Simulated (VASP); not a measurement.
BC5, 6 atoms in the cell. It takes space group P6/mmm (No. 191, hexagonal). Conventional cell: a = 3.045 Å, b = 3.045 Å, c = 8.332 Å, α = 90.00°, β = 90.00°, γ = 120.00°. B (site symmetry 6/mmm) has 6 C at 1.76 Å within 2.3 Å. C (site symmetry mmm) has 4 C at 1.52 Å within 2.0 Å. C (site symmetry -6m2) has 3 B at 1.76 Å and 3 C at 1.76 Å within 2.3 Å. 

| Item | Value |
| --- | --- |
| Program | VASP 6.6.1 |
| Task | density of states |
| Functional | PBE |
| Potentials or basis | VASP PAW PBE potentials, release 64 (B, C) |
| Cutoff | 520 eV |
| k mesh | 12 × 12 × 6 |
| Occupations | gaussian, width 0.1 eV |
| Spin | no spin polarisation |
| Dipole correction | no |
| k mesh for the DOS | 18 × 18 × 9 |
| Occupations for the DOS | tetrahedron |
| Further INCAR settings | ALGO = Normal; EDIFF = 1e-06; NBANDS = 20 |

Potentials or basis: VASP PAW PBE potentials, release 64 (B, C).

Run with:

```sh
$ cat potpaw_PBE.64/B/POTCAR potpaw_PBE.64/C/POTCAR > POTCAR
$ cp INCAR.step1 INCAR
$ cp KPOINTS.step1 KPOINTS
$ mpirun -np 1 vasp_std > vasp.out
$ cp INCAR.step2 INCAR
$ cp KPOINTS.step2 KPOINTS
$ mpirun -np 1 vasp_std > vasp.out
```

Hardware: 1 thread of AMD EPYC 7R43 64-Core Processor (Zen 3), on a shared host.

Q: Estimate the wall time of this run.

A: Run time: 5.1 min on 1 thread of AMD EPYC 7R43 64-Core Processor (Zen 3) (shared host), peak memory 0.28 GiB. Counts: k points 185.
